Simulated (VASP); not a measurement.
A run of VASP 6.6.1:

INCAR

```
SYSTEM = CsH
ALGO     = Normal         ! electronic algorithm
EDIFF    = 1E-6           ! SCF threshold, eV
ENCUT    = 520            ! plane-wave cutoff, eV
GGA      = CA             ! functional
ISIF     = 2              ! what is computed and relaxed
ISMEAR   = 0              ! smearing method
LASPH    = .True.         ! aspherical terms in the spheres
LCHARG   = .True.         ! write CHGCAR
LELF     = .True.         ! ELF
LREAL    = .False.        ! projectors in reciprocal space
LVHAR    = .True.       
LWAVE    = .False.        ! write WAVECAR
NBANDS   = 12             ! bands
NELM     = 60             ! most SCF steps
PREC     = Accurate       ! precision mode
SIGMA    = 0.05           ! smearing width, eV
```

The input KPOINTS:

```
k-points
0
Gamma
  8 8 8
  0 0 0
```

Contents of POSCAR:

```
CsH
1.0
   -0.0797000000      3.1880000000      3.1880000000
    3.1880000000     -0.0797000000      3.1880000000
    3.1083000000      3.1083000000      0.0000000000
Cs H
1 1
Direct
    0.0000000000      0.0000000000      0.0000000000
    0.5000000000      0.5000000000      0.5000000000
```

Potentials or basis: VASP PAW LDA potentials, release 64 (Cs_sv, H).

Run with:

```console
$ cat potpaw_LDA.64/Cs_sv/POTCAR potpaw_LDA.64/H/POTCAR > POTCAR
$ mpirun -np 1 vasp_std > vasp.out
```

Hardware: 1 thread of Intel Xeon 8259CL, with other jobs on the host.

Task: Estimate the wall time of this run.

Result: It took 81 s on 1 thread of Intel Xeon 8259CL, on a shared host, peak memory 0.22 GiB. Counts: scf iterations 13, k points 95.
